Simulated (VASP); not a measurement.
Input of a VASP 6.6.1 run:

INCAR

```
SYSTEM = BaS
PREC = Accurate
ENCUT = 520
EDIFF = 1E-6
ISMEAR = 0
SIGMA = 0.01
LREAL = .FALSE.
LASPH = .TRUE.
NELM = 60
ALGO = Normal
ISIF = 2
LWAVE = .FALSE.
LCHARG = .FALSE.
NBANDS = 15
```

File KPOINTS:

```
regular mesh
0
G
  4 4 4
  0 0 0
```

The input POSCAR:

```
BaS
1.0
    0.0000000000      3.5194117709      3.5194117709
    3.5194117709      0.0000000000      3.5194117709
    3.5194117709      3.5194117709      0.0000000000
Ba S
1 1
Direct
    0.0000000000      0.0000000000      0.0000000000
    0.2500000000      0.2500000000      0.2500000000
```

Potentials or basis: VASP PAW LDA potentials, release 64 (Ba_sv, S).

The run is started by

```console
$ cat potpaw_LDA.64/Ba_sv/POTCAR potpaw_LDA.64/S/POTCAR > POTCAR
$ mpirun -np 1 vasp_std > vasp.out
```

(1) Predict the band gap on the k mesh.

(2) Predict the pressure.

Results:

(1) 2.44 eV, indirect (least direct gap 3.14 eV).

(2) -1.6 GPa.

Caveat: spin-orbit coupling is left out, which moves the levels of the heavy elements.
